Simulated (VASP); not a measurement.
# Si2W (I4/mmm) in VASP: single point with PBE

Aim: the single point of Si2W with PBE.

Program: VASP 6.6.1. These are calculated values, not measurements. Logs are shortened: lines on timing, memory, paths and dates and some standing lists are left out, and cuts for length are marked.

## (1) The cell of the first run

The structure is tetragonal, space group I4/mmm (No. 139). The conventional cell has a = 3.212 Å, b = 3.212 Å, c = 7.880 Å, α = 90.00°, β = 90.00°, γ = 90.00°. Within 3.4 Å of Si (site symmetry 4mm) lie 9 Si at 2.61 to 3.21 Å and 5 W at 2.62 to 2.64 Å. W (site symmetry 4/mmm) has 10 Si at 2.62 to 2.64 Å and 4 W at 3.21 Å within 3.5 Å.

## (2) Single point, PBE

File INCAR:

```
SYSTEM = Si2W
ALGO = Normal
EDIFF = 1E-6
ENCUT = 520
GGA = PE
ISIF = 2
ISMEAR = -1
LASPH = .True.
LCHARG = .False.
LREAL = .False.
LWAVE = .False.
NBANDS = 18
NELM = 80
PREC = Accurate
SIGMA = 0.05
```

File KPOINTS:

```
k-points
0
Gamma
  14 14 14
  0 0 0
```

File POSCAR:

```
Si2W
1.0
   -1.6060000000      1.6060000000      3.9400000000
    1.6060000000     -1.6060000000      3.9400000000
    1.6060000000      1.6060000000     -3.9400000000
Si W
2 1
Direct
    0.3344497795      0.3344497795      0.0000000000
    0.6655502205      0.6655502205      0.0000000000
    0.0000000000      0.0000000000      0.0000000000
```

Potentials or basis: VASP PAW PBE potentials, release 64 (Si, W_sv).

The run is started by

```
cat potpaw_PBE.64/Si/POTCAR potpaw_PBE.64/W_sv/POTCAR > POTCAR
mpirun -np 1 vasp_std > vasp.out
```

OUTCAR:

```text
SYSTEM = Si2W
   EDIFF = 1E-6
   ENCUT = 520
   GGA = PE
   ISIF = 2
   ISMEAR = -1
   LASPH = .True.
   LREAL = .False.
   NELM = 80
   PREC = Accurate

 ion  position               nearest neighbor table
   1  0.334  0.334  0.000-   2 2.61   3 2.62   3 2.62   3 2.62   3 2.62   2 2.63   2 2.63   2 2.63
                             2 2.63   3 2.64
   2  0.666  0.666  0.000-   1 2.61   3 2.62   3 2.62   3 2.62   3 2.62   1 2.63   1 2.63   1 2.63
                             1 2.63   3 2.64
   3  0.000  0.000  0.000-   2 2.62   2 2.62   2 2.62   1 2.62   2 2.62   1 2.62   1 2.62   1 2.62
                             1 2.64   2 2.64

  LATTYP: Found a body centered tetragonal cell.
 ALAT       =     3.2120000000
 C/A-ratio  =     2.4533001245

  Lattice vectors:

 A1 = (  -1.6060000000,   1.6060000000,   3.9400000000)
 A2 = (   1.6060000000,  -1.6060000000,   3.9400000000)
 A3 = (   1.6060000000,   1.6060000000,  -3.9400000000)

Analysis of symmetry for initial positions (statically):
=====================================================================
 Subroutine PRICEL returns:
 Original cell was already a primitive cell.

 Routine SETGRP: Setting up the symmetry group for a
 body centered tetragonal supercell.

 Subroutine GETGRP returns: Found 16 space group operations
 (whereof 16 operations were pure point group operations)
 out of a pool of 16 trial point group operations.

The static configuration has the point symmetry D_4h.

Analysis of symmetry for dynamics (positions and initial velocities):
=====================================================================
 Subroutine PRICEL returns:
 Original cell was already a primitive cell.

 Routine SETGRP: Setting up the symmetry group for a
 body centered tetragonal supercell.

 Subroutine GETGRP returns: Found 16 space group operations
 (whereof 16 operations were pure point group operations)
 out of a pool of 16 trial point group operations.

The dynamic configuration has the point symmetry D_4h.

 Subroutine INISYM returns: Found 16 space group operations
 (whereof 16 operations are pure point group operations),
 and found     1 'primitive' translations

----------------------------------------------------------------------------------------

                                     Primitive cell

  volume of cell :      40.6488

  direct lattice vectors                    reciprocal lattice vectors
    -1.606000000  1.606000000  3.940000000     0.000000000  0.311332503  0.126903553
     1.606000000 -1.606000000  3.940000000     0.311332503  0.000000000  0.126903553
     1.606000000  1.606000000 -3.940000000     0.311332503  0.311332503  0.000000000

  length of vectors
     4.547754611  4.547754611  4.547754611     0.336202973  0.336202973  0.440290648

  position of ions in fractional coordinates (direct lattice)
     0.334449779  0.334449779  0.000000000
     0.665550221  0.665550221  0.000000000
     0.000000000  0.000000000  0.000000000

  ion indices of the primitive-cell ions
   primitive index   ion index
                 1           1
                 2           2
                 3           3

----------------------------------------------------------------------------------------

 KPOINTS: k-points

Automatic generation of k-mesh.
 Grid dimensions read from file:
 generate k-points for:   14   14   14

 Generating k-lattice:

  Cartesian coordinates                     Fractional coordinates (reciprocal lattice)
     0.000000000  0.022238036  0.009064540     0.071428571  0.000000000  0.000000000
     0.022238036  0.000000000  0.009064540     0.000000000  0.071428571  0.000000000
     0.022238036  0.022238036  0.000000000     0.000000000  0.000000000  0.071428571

  Length of vectors
     0.024014498  0.024014498  0.031449332

  Shift w.r.t. Gamma in fractional coordinates (k-lattice)
     0.000000000  0.000000000  0.000000000

 Subroutine IBZKPT returns following result:
 ===========================================

 Found    244 irreducible k-points:

 Following reciprocal coordinates:
            Coordinates               Weight
  0.000000  0.000000  0.000000      1.000000
  0.071429  0.000000  0.000000      8.000000
  0.142857 -0.000000  0.000000      8.000000
  0.214286  0.000000 -0.000000      8.000000
  0.285714  0.000000  0.000000      8.000000
  0.357143  0.000000 -0.000000      8.000000
[... 16 lines left out ...]
  0.214286  0.142857  0.000000     16.000000
  0.285714  0.142857 -0.000000     16.000000
 [... further k-points ...]
   k-points           NKPTS =    244   k-points in BZ     NKDIM =    244   number of bands    NBANDS=     18
   number of dos      NEDOS =    301   number of ions     NIONS =      3
   total plane-waves  NPLWV =  46656
   dimension x,y,z NGX =    36 NGY =   36 NGZ =   36
   dimension x,y,z NGXF=    72 NGYF=   72 NGZF=   72
   ions per type =               2   1
   NGX,Y,Z   is equivalent  to a cutoff of  13.16, 13.16, 13.16 a.u.
   NGXF,Y,Z  is equivalent  to a cutoff of  26.32, 26.32, 26.32 a.u.
 SYSTEM =  Si2W
   PREC   = accura    normal or accurate (medium, high low for compatibility)
   ISTART =      0    job   : 0-new  1-cont  2-samecut
   ICHARG =      2    charge: 1-file 2-atom 10-const
   ISPIN  =      1    spin polarized calculation?
   LNONCOLLINEAR =      F non collinear calculations
   LSORBIT =      F    spin-orbit coupling
   LASPH  =      T    aspherical Exc in radial PAW
   ENCUT  =  520.0 eV  38.22 Ry    6.18 a.u.   8.46  8.46  8.46*2*pi/ulx,y,z
   NELM   =     80;   NELMIN=  2; NELMDL= -5     # of ELM steps
   EDIFF  = 0.1E-05   stopping-criterion for ELM
   LREAL  =      F    real-space projection
   EDIFFG = 0.1E-04   stopping-criterion for IOM
   NSW    =      0    number of steps for IOM
   IBRION =     -1    ionic relax: 0-MD 1-quasi-New 2-CG
   NFREE  =      0    steps in history (QN), initial steepest desc. (CG)
   ISIF   =      2    stress and relaxation
   ISYM   =      2    0-nonsym 1-usesym 2-fastsym
   POTIM  = 0.5000    time-step for ionic-motion
   TEBEG  =    0.0;   TEEND  =   0.0 temperature during run
   PSTRESS=    0.0 pullay stress
   NELECT =      22.0000    total number of electrons
   NUPDOWN=      -1.0000    fix difference up-down
   EMIN   =  10.00;   EMAX   =-10.00  energy-range for DOS
   EFERMI =   0.00;   METHOD = LEGACY
   ISMEAR =    -1;   SIGMA  =   0.05  broadening in eV -4-tet -1-fermi 0-gaus
   EFERMI_NEDOS =   21; number of points for ismear=-14 and -15
   IALGO  =     38    algorithm
   IMIX   =      4    mixing-type and parameters
     AMIX     =   0.40;   BMIX     =  1.00
     AMIX_MAG =   1.60;   BMIX_MAG =  1.00
  volume/ion in A,a.u.               =      13.55        91.44
  Fermi-wavevector in a.u.,A,eV,Ry     =   1.334136  2.521151 24.217250  1.779918
  Thomas-Fermi vector in A             =   2.462940
   LORBIT       =      0    0 simple, 1 ext, 2 COOP (PROOUT), +10 PAW based schemes
   GGA     = PE    functional components
   LHFCALC =     F    Hartree Fock is set to
   AEXX    =    0.0000 exact exchange contribution
   IVDW    =     0    specifies the selected vdW correction
   LEPSILON=     F    determine dielectric tensor
   LRPA    =     F    only Hartree local field effects (RPA)
 non-spin polarized calculation
  energy-cutoff  :      520.00
  volume of cell :       40.65
 maximum number of plane-waves:      1124
 NGX is ok and might be reduce to    36
   NGX = 17   NGY = 17   NGZ = 17

 number of electron      21.9999999 magnetization

 Free energy of the ion-electron system (eV)
  ---------------------------------------------------
  ext. energy  EPLUGINS =         0.00000000
  ---------------------------------------------------
  free energy    TOTEN  =       -24.81165560 eV

  energy without entropy =      -24.80943167  energy(sigma->0) =      -24.81054364

 E-fermi :  11.9005     XC(G=0): -12.5044

 val. band max:       11.8932348668   @ k =  -0.4286  -0.4286   0.2857
 cond. band min:      11.9121990922   @ k =  -0.3571   0.5000   0.3571
 fundamental gap:      0.0189642254
 Fermi energy:        11.9005034655

 k-point     1 :       0.0000    0.0000    0.0000
  band No.  band energies     occupation
      1     -61.9746      2.00000
      2     -26.2366      2.00000
      3     -26.2069      2.00000
      4     -26.2069      2.00000
      5      -2.1513      2.00000
      6       5.0548      2.00000
[... 10 lines left out ...]
     17      17.5085      0.00000
     18      17.5085      0.00000

 k-point     2 :       0.0714    0.0000    0.0000
  band No.  band energies     occupation
      1     -61.9742      2.00000
      2     -26.2357      2.00000
      3     -26.2178      2.00000
      4     -26.2059      2.00000
      5      -2.0540      2.00000
      6       5.0614      2.00000
[... 10 lines left out ...]
     17      17.5233      0.00000
     18      17.8785      0.00000

 k-point     3 :       0.1429   -0.0000    0.0000
  band No.  band energies     occupation
      1     -61.9732      2.00000
      2     -26.2484      2.00000
      3     -26.2333      2.00000
      4     -26.2031      2.00000
      5      -1.7657      2.00000
      6       5.0536      2.00000
[... 10 lines left out ...]
     17      17.7149      0.00000
     18      18.7390      0.00000

 k-point     4 :       0.2143    0.0000   -0.0000
  band No.  band energies     occupation
      1     -61.9717      2.00000
      2     -26.2922      2.00000
      3     -26.2299      2.00000
      4     -26.1991      2.00000
      5      -1.2969      2.00000
      6       4.9272      2.00000
[... 375 lines left out ...]
      4     -26.2310      2.00000
      5      -1.2848      2.00000
      6       4.6199      2.00000
[... 10 lines left out ...]
     17      18.4645      0.00000
     18      19.0792      0.00000

 k-point    23 :       0.2143    0.1429    0.0000
  band No.  band energies     occupation
      1     -61.9703      2.00000
      2     -26.2879      2.00000
      3     -26.2398      2.00000
      4     -26.2278      2.00000
      5      -0.7850      2.00000
      6       4.4345      2.00000
[... 10 lines left out ...]
     17      18.2021      0.00000
     18      20.0631      0.00000

 k-point    24 :       0.2857    0.1429   -0.0000
  band No.  band energies     occupation
      1     -61.9686      2.00000
      2     -26.3356      2.00000
      3     -26.2349      2.00000
      4     -26.2237      2.00000
      5      -0.1373      2.00000
      6       4.1658      2.00000
[... 10 lines left out ...]
     17      18.7674      0.00000
     18      20.1244      0.00000

 [... further k-points ...]

------------------------ aborting loop because EDIFF is reached ----------------------------------------

  FORCE on cell =-STRESS in cart. coord.  units (eV):
  Direction    XX          YY          ZZ          XY          YZ          ZX
  --------------------------------------------------------------------------------------
  -------------------------------------------------------------------------------------
  Total        0.7252744      0.7252744      0.0374019      0.0000000      0.0000000      0.0000000
  in kB       28.5868059     28.5868059      1.4742034      0.0000000      0.0000000      0.0000000
  external PRESSURE =      19.5492718 kB  Pullay stress =       0.0000000 kB

 VOLUME and BASIS-vectors are now :
 -----------------------------------------------------------------------------
  energy-cutoff  :      520.00
  volume of cell :       40.65
      direct lattice vectors                 reciprocal lattice vectors
    -1.606000000  1.606000000  3.940000000     0.000000000  0.311332503  0.126903553
     1.606000000 -1.606000000  3.940000000     0.311332503  0.000000000  0.126903553
     1.606000000  1.606000000 -3.940000000     0.311332503  0.311332503  0.000000000

 POSITION                                       TOTAL-FORCE (eV/Angst)
 -----------------------------------------------------------------------------------
      0.00000      0.00000      2.63546         0.000000      0.000000     -0.003801
      0.00000      0.00000      5.24454        -0.000000     -0.000000      0.003801
      0.00000      0.00000      0.00000        -0.000000     -0.000000      0.000000
 -----------------------------------------------------------------------------------
    total drift:                                0.000000     -0.000000      0.000000

  FREE ENERGIE OF THE ION-ELECTRON SYSTEM (eV)
  ---------------------------------------------------
  free  energy   TOTEN  =       -24.8116556032 eV

  energy  without entropy=      -24.8094316682  energy(sigma->0) =      -24.81054364
```

Wall time 77 s (1 thread of Intel Xeon 6975P-C (Granite Rapids), shared host); peak memory 0.32 GiB.

What came out:

| Item | Value |
| --- | --- |
| Free energy | -24.8117 eV |
| Pressure | 2.0 GPa |
| Largest force | 0.004 eV/Å |
| Band gap on the k mesh | zero (bands 11 and 12 overlap by 1.31 eV) |

Forces on the atoms (eV/Å):
```
Si   0.000  0.000 -0.004
Si   0.000  0.000  0.004
W    0.000  0.000  0.000
```

Levels at points of the mesh, in eV from the Fermi level:
```tsv
k point	band 7	band 8	band 9	band 10	band 11	band 12	band 13	band 14	band 15	band 16
(0.00, 0.00, 0.00)	-3.85	-3.31	-2.81	-2.81	0.64	2.73	2.93	3.10	3.10	4.54
(0.50, 0.00, 0.00)	-5.75	-4.87	-2.77	-2.75	-0.42	2.72	2.79	3.85	4.32	5.12
(0.50, 0.50, 0.00)	-5.99	-5.52	-5.00	-3.29	-1.76	2.69	2.98	3.12	3.79	4.29
(0.50, 0.50, 0.50)	-3.82	-2.57	-0.82	-0.82	-0.51	-0.51	0.81	4.34	4.78	6.10
```

Caveat: spin-orbit coupling is left out, which moves the levels of the heavy elements.
